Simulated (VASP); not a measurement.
A run of VASP 6.6.1:

The input INCAR:

```
SYSTEM = AgBr
PREC     = Accurate       ! precision mode
ENCUT    = 500            ! plane-wave cutoff, eV
EDIFF    = 1E-6           ! SCF threshold, eV
ISMEAR   = 0              ! smearing method
SIGMA    = 0.01           ! smearing width, eV
LREAL    = .FALSE.        ! projectors in reciprocal space
LASPH    = .TRUE.         ! aspherical terms in the spheres
NELM     = 120            ! most SCF steps
ALGO     = Normal         ! electronic algorithm
ISIF     = 2              ! what is computed and relaxed
LWAVE    = .FALSE.        ! write WAVECAR
LCHARG   = .FALSE.        ! write CHGCAR
GGA      = PE             ! functional
NBANDS   = 16             ! bands
GGA_COMPAT= .FALSE.
```

KPOINTS

```
Automatic mesh
0
G
  6 6 6
  0 0 0
```

The input POSCAR:

```
AgBr
1.0
    0.0000000000      2.8921473614      2.8921473614
    2.8921473614      0.0000000000      2.8921473614
    2.8921473614      2.8921473614      0.0000000000
Ag Br
1 1
Direct
    0.0000000000      0.0000000000      0.0000000000
    0.5000000000      0.5000000000      0.5000000000
```

Potentials or basis: VASP PAW PBE potentials, release 64 (Ag, Br).

Command:

```console
$ cat potpaw_PBE.64/Ag/POTCAR potpaw_PBE.64/Br/POTCAR > POTCAR
$ mpirun -np 1 vasp_std > vasp.out
```

Hardware: 1 thread of Intel Xeon 8259CL (shared host).

Q: How long does it take, and how much memory?

A: It took 16 s on 1 thread of Intel Xeon 8259CL (shared host), peak memory 0.17 GiB. Counts: scf iterations 12, k points 16.
